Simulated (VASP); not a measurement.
# Au (Im-3m) in VASP: notebook

Runs on Au. Level: PBEsol. Tasks: single point.

All numbers are computed with VASP 6.6.1; they aren't measurements. Logs are shortened: lines on timing, memory, paths and dates and some standing lists are left out, and cuts for length are marked.

## (1) The cell of the first run

The structure is cubic, space group Im-3m (No. 229). The conventional cell has a = 3.315 Å, b = 3.315 Å, c = 3.315 Å, α = 90.00°, β = 90.00°, γ = 90.00°. Au (site symmetry m-3m) has 14 Au at 2.87 to 3.31 Å within 3.8 Å.

## (2) Single point, PBEsol

INCAR

```
SYSTEM = Au
  PREC = Accurate
  ENCUT = 520
  EDIFF = 1E-7
  ISMEAR = 0
  SIGMA = 0.15
  LREAL = .False.
  LASPH = .True.
  NELM = 80
  ALGO = Normal
  ISIF = 2
  LWAVE = .False.
  LCHARG = .False.
  GGA = PS
  NBANDS = 12
```

KPOINTS

```
regular mesh
0
Gamma
  20 20 20
  0 0 0
```

POSCAR

```
Au
1.0
   -1.6572690000      1.6572690000      1.6572690000
    1.6572690000     -1.6572690000      1.6572690000
    1.6572690000      1.6572690000     -1.6572690000
Au
1
Direct
    0.0000000000      0.0000000000      0.0000000000
```

Potentials or basis: VASP PAW PBE potentials, release 64 (Au).

Run with:

```bash
> cat potpaw_PBE.64/Au/POTCAR > POTCAR
> mpirun -np 1 vasp_std > vasp.out
```

OUTCAR:

```text
SYSTEM = Au
   PREC = Accurate
   ENCUT = 520
   EDIFF = 1E-7
   ISMEAR = 0
   LREAL = .False.
   LASPH = .True.
   NELM = 80
   ISIF = 2
   GGA = PS

 ion  position               nearest neighbor table
   1  0.000  0.000  0.000-

  LATTYP: Found a body centered cubic cell.
 ALAT       =     3.3145380000

  Lattice vectors:

 A1 = (  -1.6572690000,   1.6572690000,   1.6572690000)
 A2 = (   1.6572690000,  -1.6572690000,   1.6572690000)
 A3 = (   1.6572690000,   1.6572690000,  -1.6572690000)

Analysis of symmetry for initial positions (statically):
=====================================================================
 Subroutine PRICEL returns:
 Original cell was already a primitive cell.

 Routine SETGRP: Setting up the symmetry group for a
 body centered cubic supercell.

 Subroutine GETGRP returns: Found 48 space group operations
 (whereof 48 operations were pure point group operations)
 out of a pool of 48 trial point group operations.

The static configuration has the point symmetry O_h .

Analysis of symmetry for dynamics (positions and initial velocities):
=====================================================================
 Subroutine PRICEL returns:
 Original cell was already a primitive cell.

 Routine SETGRP: Setting up the symmetry group for a
 body centered cubic supercell.

 Subroutine GETGRP returns: Found 48 space group operations
 (whereof 48 operations were pure point group operations)
 out of a pool of 48 trial point group operations.

The dynamic configuration has the point symmetry O_h .

 Subroutine INISYM returns: Found 48 space group operations
 (whereof 48 operations are pure point group operations),
 and found     1 'primitive' translations

----------------------------------------------------------------------------------------

                                     Primitive cell

  volume of cell :      18.2070

  direct lattice vectors                    reciprocal lattice vectors
    -1.657269000  1.657269000  1.657269000     0.000000000  0.301701172  0.301701172
     1.657269000 -1.657269000  1.657269000     0.301701172  0.000000000  0.301701172
     1.657269000  1.657269000 -1.657269000     0.301701172  0.301701172  0.000000000

  length of vectors
     2.870474110  2.870474110  2.870474110     0.426669890  0.426669890  0.426669890

  position of ions in fractional coordinates (direct lattice)
     0.000000000  0.000000000  0.000000000

  ion indices of the primitive-cell ions
   primitive index   ion index
                 1           1

----------------------------------------------------------------------------------------

 KPOINTS: regular mesh

Automatic generation of k-mesh.
 Grid dimensions read from file:
 generate k-points for:   20   20   20

 Generating k-lattice:

  Cartesian coordinates                     Fractional coordinates (reciprocal lattice)
     0.000000000  0.015085059  0.015085059     0.050000000  0.000000000  0.000000000
     0.015085059  0.000000000  0.015085059     0.000000000  0.050000000  0.000000000
     0.015085059  0.015085059  0.000000000     0.000000000  0.000000000  0.050000000

  Length of vectors
     0.021333494  0.021333494  0.021333494

  Shift w.r.t. Gamma in fractional coordinates (k-lattice)
     0.000000000  0.000000000  0.000000000

 Subroutine IBZKPT returns following result:
 ===========================================

 Found    256 irreducible k-points:

 Following reciprocal coordinates:
            Coordinates               Weight
  0.000000  0.000000  0.000000      1.000000
  0.050000  0.000000  0.000000     12.000000
  0.100000  0.000000  0.000000     12.000000
  0.150000  0.000000  0.000000     12.000000
  0.200000  0.000000  0.000000     12.000000
  0.250000  0.000000  0.000000     12.000000
[... 16 lines left out ...]
  0.200000  0.100000  0.000000     48.000000
  0.250000  0.100000  0.000000     48.000000
 [... further k-points ...]
   k-points           NKPTS =    256   k-points in BZ     NKDIM =    256   number of bands    NBANDS=     12
   number of dos      NEDOS =    301   number of ions     NIONS =      1
   total plane-waves  NPLWV =  13824
   dimension x,y,z NGX =    24 NGY =   24 NGZ =   24
   dimension x,y,z NGXF=    48 NGYF=   48 NGZF=   48
   ions per type =               1
   NGX,Y,Z   is equivalent  to a cutoff of  13.90, 13.90, 13.90 a.u.
   NGXF,Y,Z  is equivalent  to a cutoff of  27.80, 27.80, 27.80 a.u.
 SYSTEM =  Au
   PREC   = accura    normal or accurate (medium, high low for compatibility)
   ISTART =      0    job   : 0-new  1-cont  2-samecut
   ICHARG =      2    charge: 1-file 2-atom 10-const
   ISPIN  =      1    spin polarized calculation?
   LNONCOLLINEAR =      F non collinear calculations
   LSORBIT =      F    spin-orbit coupling
   LASPH  =      T    aspherical Exc in radial PAW
   ENCUT  =  520.0 eV  38.22 Ry    6.18 a.u.   5.34  5.34  5.34*2*pi/ulx,y,z
   NELM   =     80;   NELMIN=  2; NELMDL= -5     # of ELM steps
   EDIFF  = 0.1E-06   stopping-criterion for ELM
   LREAL  =      F    real-space projection
   EDIFFG = 0.1E-05   stopping-criterion for IOM
   NSW    =      0    number of steps for IOM
   IBRION =     -1    ionic relax: 0-MD 1-quasi-New 2-CG
   NFREE  =      0    steps in history (QN), initial steepest desc. (CG)
   ISIF   =      2    stress and relaxation
   ISYM   =      2    0-nonsym 1-usesym 2-fastsym
   POTIM  = 0.5000    time-step for ionic-motion
   TEBEG  =    0.0;   TEEND  =   0.0 temperature during run
   PSTRESS=    0.0 pullay stress
   NELECT =      11.0000    total number of electrons
   NUPDOWN=      -1.0000    fix difference up-down
   EMIN   =  10.00;   EMAX   =-10.00  energy-range for DOS
   EFERMI =   0.00;   METHOD = LEGACY
   ISMEAR =     0;   SIGMA  =   0.15  broadening in eV -4-tet -1-fermi 0-gaus
   EFERMI_NEDOS =   21; number of points for ismear=-14 and -15
   IALGO  =     38    algorithm
   IMIX   =      4    mixing-type and parameters
     AMIX     =   0.40;   BMIX     =  1.00
     AMIX_MAG =   1.60;   BMIX_MAG =  1.00
  volume/ion in A,a.u.               =      18.21       122.87
  Fermi-wavevector in a.u.,A,eV,Ry     =   1.383968  2.615320 26.060157  1.915367
  Thomas-Fermi vector in A             =   2.508516
   LORBIT       =      0    0 simple, 1 ext, 2 COOP (PROOUT), +10 PAW based schemes
   GGA     = PS    functional components
   LHFCALC =     F    Hartree Fock is set to
   AEXX    =    0.0000 exact exchange contribution
   IVDW    =     0    specifies the selected vdW correction
   LEPSILON=     F    determine dielectric tensor
   LRPA    =     F    only Hartree local field effects (RPA)
 non-spin polarized calculation
 Gauss-broadening in eV      SIGMA  =   0.15
  energy-cutoff  :      520.00
  volume of cell :       18.21
 maximum number of plane-waves:       502
 NGX is ok and might be reduce to    24
   NGX = 11   NGY = 11   NGZ = 11

 number of electron      10.9999998 magnetization

 Free energy of the ion-electron system (eV)
  ---------------------------------------------------
  ext. energy  EPLUGINS =         0.00000000
  ---------------------------------------------------
  free energy    TOTEN  =        -3.86724220 eV

  energy without entropy =       -3.86465323  energy(sigma->0) =       -3.86594771

 E-fermi :   8.2355     XC(G=0): -12.4987

 val. band max:        8.1822210218   @ k =   0.4000   0.0500   0.0500
 cond. band min:       8.3326721803   @ k =   0.4000   0.1000  -0.0000
 fundamental gap:      0.1504511585
 Fermi energy:         8.2355029093

 k-point     1 :       0.0000    0.0000    0.0000
  band No.  band energies     occupation
      1      -1.0148      2.00000
      2       3.7046      2.00000
      3       3.7046      2.00000
      4       3.7046      2.00000
      5       5.4594      2.00000
      6       5.4594      2.00000
      7      24.6857      0.00000
      8      24.6857      0.00000
      9      24.6857      0.00000
     10      31.3333      0.00000
     11      31.3333      0.00000
     12      31.3333      0.00000

 k-point     2 :       0.0500    0.0000    0.0000
  band No.  band energies     occupation
      1      -0.9275      2.00000
      2       3.6779      2.00000
      3       3.7073      2.00000
      4       3.7639      2.00000
      5       5.4271      2.00000
      6       5.4612      2.00000
      7      24.6581      0.00000
      8      24.7055      0.00000
      9      24.7923      0.00000
     10      30.2944      0.00000
     11      30.3145      0.00000
     12      31.0024      0.00000

 k-point     3 :       0.1000    0.0000    0.0000
  band No.  band energies     occupation
      1      -0.6706      2.00000
      2       3.6015      2.00000
      3       3.7134      2.00000
      4       3.9397      2.00000
      5       5.3446      2.00000
      6       5.4671      2.00000
      7      24.4307      0.00000
      8      24.6918      0.00000
      9      25.1044      0.00000
     10      28.7650      0.00000
     11      29.1595      0.00000
     12      30.1094      0.00000

 k-point     4 :       0.1500    0.0000    0.0000
  band No.  band energies     occupation
      1      -0.2617      2.00000
      2       3.4849      2.00000
      3       3.7213      2.00000
      4       4.2237      2.00000
      5       5.2486      2.00000
      6       5.4784      2.00000
      7      23.5545      0.00000
      8      24.4339      0.00000
      9      25.5991      0.00000
     10      27.7388      0.00000
     11      28.5803      0.00000
     12      28.8586      0.00000

 k-point     5 :       0.2000    0.0000    0.0000
  band No.  band energies     occupation
      1       0.2595      2.00000
      2       3.3421      2.00000
      3       3.7493      2.00000
      4       4.6015      2.00000
      5       5.1819      2.00000
      6       5.4960      2.00000
      7      21.8813      0.00000
      8      23.8068      0.00000
      9      26.2391      0.00000
     10      27.4373      0.00000
     11      27.5190      0.00000
     12      28.7258      0.00000
[... 228 lines left out ...]
      1      -0.0228      2.00000
      2       3.4966      2.00000
      3       3.5940      2.00000
      4       4.4482      2.00000
      5       5.1770      2.00000
      6       5.5122      2.00000
      7      23.5945      0.00000
      8      23.7219      0.00000
      9      25.5338      0.00000
     10      26.3144      0.00000
     11      28.5406      0.00000
     12      29.9673      0.00000

 k-point    22 :       0.1500    0.1000   -0.0000
  band No.  band energies     occupation
      1       0.4883      2.00000
      2       3.3799      2.00000
      3       3.5592      2.00000
      4       4.8675      2.00000
      5       5.1066      2.00000
      6       5.5503      2.00000
      7      21.9322      0.00000
      8      22.9851      0.00000
      9      25.2752      0.00000
     10      26.0242      0.00000
     11      28.8505      0.00000
     12      30.1622      0.00000

 k-point    23 :       0.2000    0.1000    0.0000
  band No.  band energies     occupation
      1       1.0344      2.00000
      2       3.2336      2.00000
      3       3.6147      2.00000
      4       5.0874      2.00000
      5       5.3674      2.00000
      6       5.6021      2.00000
      7      19.8711      0.00000
      8      22.2507      0.00000
      9      24.3089      0.00000
     10      26.6296      0.00000
     11      29.4558      0.00000
     12      30.2842      0.00000

 k-point    24 :       0.2500    0.1000    0.0000
  band No.  band energies     occupation
      1       1.4749      2.00000
      2       3.0886      2.00000
      3       3.8637      2.00000
      4       5.1326      2.00000
      5       5.6011      2.00000
      6       5.9943      2.00000
      7      17.7738      0.00000
      8      21.5103      0.00000
      9      23.3607      0.00000
     10      27.3026      0.00000
     11      29.9152      0.00000
     12      30.6154      0.00000

 [... further k-points ...]
[... 5 lines left out ...]
  --------------------------------------------------------------------------------------
  -------------------------------------------------------------------------------------
  Total       -1.0970028     -1.0970028     -1.0970028     -0.0000000      0.0000000      0.0000000
  in kB      -96.5337798    -96.5337798    -96.5337798     -0.0000000      0.0000000      0.0000000
  external PRESSURE =     -96.5337798 kB  Pullay stress =       0.0000000 kB

 VOLUME and BASIS-vectors are now :
 -----------------------------------------------------------------------------
  energy-cutoff  :      520.00
  volume of cell :       18.21
      direct lattice vectors                 reciprocal lattice vectors
    -1.657269000  1.657269000  1.657269000     0.000000000  0.301701172  0.301701172
     1.657269000 -1.657269000  1.657269000     0.301701172  0.000000000  0.301701172
     1.657269000  1.657269000 -1.657269000     0.301701172  0.301701172  0.000000000

 POSITION                                       TOTAL-FORCE (eV/Angst)
 -----------------------------------------------------------------------------------
      0.00000      0.00000      0.00000        -0.000000     -0.000000      0.000000
 -----------------------------------------------------------------------------------
    total drift:                               -0.000000      0.000000     -0.000000

  FREE ENERGIE OF THE ION-ELECTRON SYSTEM (eV)
  ---------------------------------------------------
  free  energy   TOTEN  =        -3.8672421968 eV

  energy  without entropy=       -3.8646532310  energy(sigma->0) =       -3.86594771
```

It took 21 s on 1 thread of Intel Xeon Platinum 8488C (Sapphire Rapids), shared host; peak memory 0.18 GiB.

What came out:

| Quantity | Value |
| --- | --- |
| Free energy | -3.8672 eV |
| Pressure | -9.7 GPa |

Caveat: the PAW data sets were made with another functional, which shifts forces and pressure a little; spin-orbit coupling is left out, which moves the levels of the heavy elements.

(Continued in part 2 of 2.)
